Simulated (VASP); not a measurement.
Input of a VASP 6.6.1 run:

INCAR

```
ALGO = Normal
EDIFF = 1E-6
ENCUT = 600
GGA = PE
GGA_COMPAT = False
ISIF = 2
ISMEAR = 0
IVDW = 12
LASPH = True
LCHARG = False
LREAL = False
LWAVE = False
NBANDS = 16
NELM = 120
PREC = Accurate
SIGMA = 0.02
```

The input KPOINTS:

```
k-points
0
Gamma
  24 24 12
```

The input POSCAR:

```
BN
1.0
    2.4918141640      0.0000000000      0.0000000000
   -1.2459070820      2.1579743675      0.0000000000
    0.0000000000      0.0000000000      4.1231524833
B N
2 2
Direct
    0.6666666667      0.3333333333      0.0004615185
    0.3333333333      0.6666666667      0.5004615185
    0.6666666667      0.3333333333      0.3745384815
    0.3333333333      0.6666666667      0.8745384815
```

Potentials or basis: VASP PAW PBE potentials, release 64 (B, N).

Run with:

```sh
$ cat potpaw_PBE.64/B/POTCAR potpaw_PBE.64/N/POTCAR > POTCAR
$ mpirun -np 1 vasp_std > vasp.out
```

Estimate the pressure.

25.2 GPa.

What does it give for the band gap on the k mesh?

5.05 eV (least direct gap 8.57 eV).

What does it give for the dispersion energy per atom?

-0.223 eV.

Caveat: the cell stands under pressure. A k mesh can miss the band edges.
